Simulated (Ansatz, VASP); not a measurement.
AlN in VASP and in Ansatz

```xyz
2
Lattice="0.0000 2.1840 2.1840 2.1840 0.0000 2.1840 2.1840 2.1840 0.0000" Properties=species:S:1:pos:R:3 pbc="T T T"
Al    0.0000    0.0000    0.0000
N     2.9760    3.2760    3.1260
```

Alike in both runs: task single point; functional r2SCAN; k mesh 10 × 10 × 10; occupations gaussian, width 0.05 eV; no spin polarisation.

|  | VASP | Ansatz |
| --- | --- | --- |
| version | VASP 6.6.1 | Ansatz 0.2.0 |
| potentials or method | VASP PAW PBE potentials, release 64 (Al, N), cutoff 520 eV | scalar-relativistic, plane waves, PAW |
| valence electrons in the cell | 8 | 8 |

```csv
,VASP,Ansatz,Ansatz less VASP
gap on the k mesh at the Fermi level (eV),3.10,3.11,+0.010
least direct gap on the mesh (eV),3.89,3.86,-0.028
pressure (GPa),14.7,14.7,+0.07
"traceless stress, the component that is largest in VASP (GPa)",-25.61,-24.99,+0.623
rms of the force components (eV/Å),3.651,3.592,-0.0596
```

VASP's potentials were made for PBE, not for r2SCAN. Atom by atom the forces differ by 0.060 eV/Å (rms over components). With one functional, cell and mesh, what is left measures potentials, basis and numerics.
